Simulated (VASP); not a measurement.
A run of VASP 6.6.1 is set up as follows.

The input INCAR:

```
PREC     = Accurate       # precision mode
ENCUT    = 600            # plane-wave cutoff, eV
EDIFF    = 1E-6           # SCF threshold, eV
ISMEAR   = 0              # smearing method
SIGMA    = 0.02           # smearing width, eV
LREAL    = False          # projectors in reciprocal space
LASPH    = True           # aspherical terms in the spheres
NELM     = 120            # most SCF steps
ALGO     = Normal         # electronic algorithm
ISIF     = 2              # what is computed and relaxed
LWAVE    = False          # write WAVECAR
LCHARG   = False          # write CHGCAR
GGA      = PE             # functional
NBANDS   = 37             # bands
GGA_COMPAT= False
```

The input KPOINTS:

```
Automatic mesh
0
Gamma
  12 12 12
```

File POSCAR:

```
Cu2O
1.0
    4.2600000000      0.0000000000      0.0000000000
    0.0000000000      4.2600000000      0.0000000000
    0.0000000000      0.0000000000      4.2600000000
Cu O
4 2
Direct
    0.2500000000      0.2500000000      0.2500000000
    0.2500000000      0.7500000000      0.7500000000
    0.7500000000      0.7500000000      0.2500000000
    0.7500000000      0.2500000000      0.7500000000
    0.0000000000      0.0000000000      0.0000000000
    0.5000000000      0.5000000000      0.5000000000
```

Potentials or basis: VASP PAW PBE potentials, release 64 (Cu, O).

Command:

```bash
$ cat potpaw_PBE.64/Cu/POTCAR potpaw_PBE.64/O/POTCAR > POTCAR
$ mpirun -np 1 vasp_std > vasp.out
```

**Question.** Predict the band gap on the k mesh.

**Answer.** 0.54 eV, direct.

**Question.** Predict the pressure.

**Answer.** 3.9 GPa.

A k mesh can miss the band edges.
